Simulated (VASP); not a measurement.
A run of VASP 6.6.1 is set up as follows.

The input POSCAR:

```
Pt
1.0
    0.0000000000      2.6951100335      2.6951100335
    2.6951100335      0.0000000000      2.6951100335
    2.6951100335      2.6951100335      0.0000000000
Pt
2
Direct
   -0.2150000000     -0.0950000000     -0.0950000000
    0.2150000000      0.0950000000      0.0950000000
```

Contents of INCAR.step1:

```
PREC     = Accurate       # precision mode
ENCUT    = 520            # plane-wave cutoff, eV
ISMEAR   = -1             # smearing method
SIGMA    = 0.05           # smearing width, eV
LREAL    = False          # projectors in reciprocal space
LASPH    = True           # aspherical terms in the spheres
NELM     = 60             # most SCF steps
NBANDS   = 17             # bands
GGA      = PE             # functional
ALGO     = Normal         # electronic algorithm
EDIFF    = 1E-4           # SCF threshold, eV
LWAVE    = True           # write WAVECAR
LCHARG   = False          # write CHGCAR
```

Contents of INCAR.step2:

```
PREC     = Accurate       # precision mode
ENCUT    = 520            # plane-wave cutoff, eV
EDIFF    = 1E-8           # SCF threshold, eV
ISMEAR   = -1             # smearing method
SIGMA    = 0.05           # smearing width, eV
LREAL    = False          # projectors in reciprocal space
LASPH    = True           # aspherical terms in the spheres
NELM     = 60             # most SCF steps
ALGO     = Normal         # electronic algorithm
ISIF     = 2              # what is computed and relaxed
LWAVE    = False          # write WAVECAR
LCHARG   = False          # write CHGCAR
METAGGA  = R2SCAN         # meta-GGA
LMIXTAU  = True         
LEFG     = True         
NBANDS   = 17             # bands
ISTART   = 1
```

Contents of KPOINTS:

```
regular mesh
0
Gamma
  10 10 10
```

Potentials or basis: VASP PAW PBE potentials, release 64 (Pt).

Command:

```sh
$ cat potpaw_PBE.64/Pt/POTCAR > POTCAR
$ cp INCAR.step1 INCAR
$ mpirun -np 1 vasp_std > vasp.out
$ cp INCAR.step2 INCAR
$ mpirun -np 1 vasp_std > vasp.out
```

(1) Estimate the largest force.

(2) Predict the band gap on the k mesh.

Answers

(1) 33.043 eV/Å.

(2) zero (bands 10 and 11 overlap by 2.73 eV).

Caveat: the cell differs from its parent crystal (shortest bond scaled by 0.76); atoms lie so close that the PAW spheres overlap strongly, which falsifies energies and pressures; without QUAD_EFG the Cq values of the log hold for a quadrupole moment of 1 mb, not for the nuclei; the PAW data sets were made with another functional, which shifts forces and pressure a little; spin-orbit coupling is left out, which moves the levels of the heavy elements.
